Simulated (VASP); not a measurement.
# Zn (P6_3/mmc) in VASP: a series of runs, part 2 of 2

VASP 6.6.1. Earlier steps stand in the parts before.

## Step 3: Vibrations by perturbation theory, SVWN5, collinear spin, ferromagnetic start

INCAR reads:

```
ALGO = Fast
EDIFF = 1E-8
ENCUT = 520
GGA = VW
IBRION = 8
ISIF = 2
ISMEAR = 0
ISPIN = 2
LASPH = T
LCHARG = T
LORBIT = 11
LREAL = F
LWAVE = F
MAGMOM = 0.875 0.125
NELM = 150
NSW = 1
NUPDOWN = 1.0
PREC = Accurate
SIGMA = 0.1
```

KPOINTS reads:

```
k-points
0
Gamma
  11 11 6
```

POSCAR reads:

```
Zn
1.0
    2.6700000000      0.0000000000      0.0000000000
   -1.3350000000      2.3122878281      0.0000000000
    0.0000000000      0.0000000000      4.9660000000
Zn
2
Direct
    0.6666666667      0.3333333333      0.7500000000
    0.3333333333      0.6666666667      0.2500000000
```

Potentials or basis: VASP PAW PBE potentials, release 64 (Zn).

Started as:

```
$ cat potpaw_PBE.64/Zn/POTCAR > POTCAR
$ mpirun -np 1 vasp_std > vasp.out
```

OUTCAR:

```text
EDIFF = 1E-8
   ENCUT = 520
   GGA = VW
   IBRION = 8
   ISIF = 2
   ISMEAR = 0
   ISPIN = 2
   LASPH = T
   LORBIT = 11
   LREAL = F
   NELM = 150
   NSW = 1
   NUPDOWN = 1.0
   PREC = Accurate

 ion  position               nearest neighbor table
   1  0.667  0.333  0.750-   2 2.92   2 2.92   2 2.92   2 2.92   2 2.92   2 2.92
   2  0.333  0.667  0.250-   1 2.92   1 2.92   1 2.92   1 2.92   1 2.92   1 2.92

  LATTYP: Found a hexagonal cell.
[... 1265 lines left out ...]

   1 f  =    3.860214 THz    24.254442 2PiTHz  128.762892 cm-1    15.964557 meV
             X         Y         Z           dx          dy          dz
      1.335000  0.770763  3.724500    -0.000000   -0.000000    0.707109
     -0.000000  1.541525  1.241500     0.000000    0.000000   -0.707105
[... 21 lines left out ...]
   6 f/i=    0.000471 THz     0.002962 2PiTHz    0.015724 cm-1     0.001950 meV
             X         Y         Z           dx          dy          dz
      1.335000  0.770763  3.724500    -0.677134    0.202493   -0.000000
     -0.000000  1.541525  1.241500    -0.677793    0.202690   -0.000000

--------------------------------------------------------------------------------------------------------

 ELASTIC MODULI CONTR FROM IONIC RELAXATION (kBar)
 Direction    XX          YY          ZZ          XY          YZ          ZX
 --------------------------------------------------------------------------------
 XX          -2.1692      2.1692      0.0000     -0.0000      0.0000      0.0000
 YY           2.1692     -2.1692     -0.0000     -0.0000      0.0000      0.0000
 ZZ           0.0000     -0.0000     -0.0000      0.0000      0.0000      0.0000
 XY          -0.0000     -0.0000      0.0000     -2.1692      0.0000      0.0000
 YZ           0.0000      0.0000      0.0000      0.0000      0.0000      0.0000
 ZX           0.0000      0.0000      0.0000      0.0000      0.0000      0.0000
 --------------------------------------------------------------------------------

 total charge

# of ion       s       p       d       tot
------------------------------------------
    1        0.636   0.419   9.735  10.790
    2        0.636   0.419   9.735  10.790
--------------------------------------------------
tot          1.271   0.837  19.471  21.579

 magnetization (x)

# of ion       s       p       d       tot
------------------------------------------
    1        0.107   0.131   0.048   0.285
    2        0.107   0.131   0.048   0.285
--------------------------------------------------
tot          0.213   0.262   0.095   0.571
```

OSZICAR:

```text
N       E                     dE             d eps       ncg     rms          rms(c)
DAV:   1     0.152366210443E+03    0.15237E+03   -0.12292E+04  4424   0.215E+03
DAV:   2     0.495715221986E+02   -0.10279E+03   -0.10027E+03  4374   0.299E+02
DAV:   3     0.460575181588E+02   -0.35140E+01   -0.35023E+01  5126   0.663E+01
DAV:   4     0.460416332235E+02   -0.15885E-01   -0.15881E-01  5052   0.444E+00
[... 80 lines left out ...]
RMM:   8    -0.221995320384E+00   -0.10577E-06   -0.13816E-06  9927   0.449E-04    0.884E-05
RMM:   9    -0.221994898985E+00    0.42140E-06   -0.54920E-07  9852   0.273E-04    0.398E-05
RMM:  10    -0.221994675417E+00    0.22357E-06   -0.22060E-07  9949   0.242E-04    0.178E-05
RMM:  11    -0.221994548512E+00    0.12690E-06   -0.10472E-07  9907   0.233E-04    0.617E-06
RMM:  12    -0.221994491122E+00    0.57390E-07   -0.62088E-08  9753   0.231E-04    0.886E-07
RMM:  13    -0.221994489329E+00    0.17934E-08   -0.62443E-08  8811   0.230E-04    0.416E-07
 Linear response finished
```

Run time: 16 min. Hardware: 1 thread of Intel Xeon 6975P-C, shared host; peak memory 0.52 GiB.

What came out:

| Property | Result |
| --- | --- |
| Net moment | 1.00 μB per cell |
| Site moments | Zn +0.28 μB |
| Valence electrons inside the program's atomic spheres | Zn 10.79 |
| Highest phonon frequency at Γ | 129 cm⁻¹ |

Phonon frequencies in cm⁻¹ (negative: imaginary):
| q point | frequencies |
| --- | --- |
| (0.000, 0.000, 0.000) | 0 0 0 32 32 129 |

Caveat: the cell wasn't relaxed at this level first, which shifts response properties; the total moment is fixed, so each spin has its own Fermi level.

## Step 4: Vibrations by perturbation theory, PBEsol

INCAR reads:

```
PREC = Accurate
ENCUT = 520
EDIFF = 1E-8
ISMEAR = -1
SIGMA = 0.05
LREAL = False
LASPH = True
NELM = 60
ALGO = Normal
ISIF = 2
LWAVE = False
LCHARG = False
GGA = PS
IBRION = 8
NSW = 1
```

KPOINTS reads:

```
regular mesh
0
Gamma
  8 8 5
```

POSCAR is that of step 3.

Potentials or basis: VASP PAW PBE potentials, release 64 (Zn).

Started as:

```
$ cat potpaw_PBE.64/Zn/POTCAR > POTCAR
$ mpirun -np 1 vasp_std > vasp.out
```

OUTCAR:

```text
PREC = Accurate
   ENCUT = 520
   EDIFF = 1E-8
   ISMEAR = -1
   LREAL = False
   LASPH = True
   NELM = 60
   ISIF = 2
   GGA = PS
   IBRION = 8
   NSW = 1

 ion  position               nearest neighbor table
   1  0.667  0.333  0.750-   2 2.92   2 2.92   2 2.92   2 2.92   2 2.92   2 2.92
   2  0.333  0.667  0.250-   1 2.92   1 2.92   1 2.92   1 2.92   1 2.92   1 2.92

  LATTYP: Found a hexagonal cell.
 ALAT       =     2.6700000000
 C/A-ratio  =     1.8599250936

  Lattice vectors:

 A1 = (   2.6700000000,   0.0000000000,   0.0000000000)
 A2 = (  -1.3350000000,   2.3122878281,   0.0000000000)
 A3 = (   0.0000000000,   0.0000000000,   4.9660000000)

Analysis of symmetry for initial positions (statically):
=====================================================================
 Subroutine PRICEL returns:
 Original cell was already a primitive cell.

 Routine SETGRP: Setting up the symmetry group for a
[... 690 lines left out ...]
     0.00295  0.00000  0.00000
     0.00000  0.00295 -0.00000
     0.00000 -0.00000  0.00024

 INTERNAL STRAIN TENSOR FOR ION    2 for displacements in x,y,z  (eV/Angst):
          X           Y           Z          XY          YZ          ZX
  --------------------------------------------------------------------------------
  x     0.00000     0.00000     0.00000    -0.41199     0.00000     0.00000
  y    -0.41199     0.41199    -0.00000    -0.00000     0.00000     0.00000
  z     0.00000     0.00000     0.00000     0.00000     0.00000     0.00000

 SECOND DERIVATIVES (NOT SYMMETRIZED)
 ------------------------------------
               1X          1Y          1Z          2X          2Y          2Z
  1X    -0.472386    0.000000    0.000000    0.472386    0.000000    0.000000
  1Y     0.000000   -0.472386    0.000000    0.000000    0.472386    0.000000
  1Z     0.000000    0.000000   -1.574341   -0.000000    0.000000    1.574341
  2X     0.472386    0.000000    0.000000   -0.472386    0.000000    0.000000
  2Y     0.000000    0.472386    0.000000    0.000000   -0.472386    0.000000
  2Z    -0.000000    0.000000    1.574341    0.000000    0.000000   -1.574341

 Eigenvectors and eigenvalues of the dynamical matrix
 ----------------------------------------------------

   1 f  =    3.430516 THz    21.554568 2PiTHz  114.429699 cm-1    14.187468 meV
             X         Y         Z           dx          dy          dz
      1.335000  0.770763  3.724500    -0.000000    0.000000    0.707107
     -0.000000  1.541525  1.241500     0.000000    0.000000   -0.707107
[... 16 lines left out ...]
   5 f  =    0.000000 THz     0.000000 2PiTHz    0.000001 cm-1     0.000000 meV
             X         Y         Z           dx          dy          dz
      1.335000  0.770763  3.724500     0.010803    0.595917   -0.380482
     -0.000000  1.541525  1.241500     0.010803    0.595917   -0.380482

   6 f/i=    0.000000 THz     0.000000 2PiTHz    0.000000 cm-1     0.000000 meV
             X         Y         Z           dx          dy          dz
      1.335000  0.770763  3.724500     0.707018   -0.010717    0.003290
     -0.000000  1.541525  1.241500     0.707018   -0.010717    0.003290

--------------------------------------------------------------------------------------------------------

 ELASTIC MODULI CONTR FROM IONIC RELAXATION (kBar)
 Direction    XX          YY          ZZ          XY          YZ          ZX
 --------------------------------------------------------------------------------
 XX         -18.7773     18.7773     -0.0000     -0.0000     -0.0000      0.0000
 YY          18.7773    -18.7773      0.0000      0.0000     -0.0000      0.0000
 ZZ          -0.0000      0.0000     -0.0000     -0.0000      0.0000      0.0000
 XY          -0.0000      0.0000     -0.0000    -18.7773      0.0000      0.0000
 YZ          -0.0000     -0.0000      0.0000      0.0000     -0.0000      0.0000
 ZX           0.0000      0.0000      0.0000      0.0000      0.0000      0.0000
 --------------------------------------------------------------------------------
```

OSZICAR:

```text
N       E                     dE             d eps       ncg     rms          rms(c)
DAV:   1     0.921390271623E+02    0.92139E+02   -0.12797E+04   984   0.236E+03
DAV:   2    -0.886403242942E+00   -0.93025E+02   -0.91654E+02   968   0.293E+02
DAV:   3    -0.335499318522E+01   -0.24686E+01   -0.24643E+01  1208   0.592E+01
DAV:   4    -0.336185730848E+01   -0.68641E-02   -0.68638E-02  1144   0.314E+00
[... 39 lines left out ...]
RMM:   8    -0.221067862908E+00    0.25033E-06    0.12979E-09  2166   0.194E-04    0.386E-05
RMM:   9    -0.221067257893E+00    0.60502E-06   -0.12221E-09  2228   0.710E-05    0.299E-06
RMM:  10    -0.221067233828E+00    0.24065E-07   -0.12263E-10  2094   0.201E-05    0.112E-06
RMM:  11    -0.221067235382E+00   -0.15543E-08    0.16253E-10  1776   0.813E-06    0.443E-07
 Linear response finished
```

Wall time 47 s (1 thread of Intel Xeon 6975P-C (Granite Rapids), shared host); peak memory 0.22 GiB.

What came out:

```
Highest phonon frequency at Γ : 114 cm⁻¹
```

Phonon frequencies in cm⁻¹ (negative: imaginary):
| q point | frequencies |
| --- | --- |
| (0.000, 0.000, 0.000) | 0 0 0 63 63 114 |

Caveat: the cell wasn't relaxed at this level first, which shifts response properties.
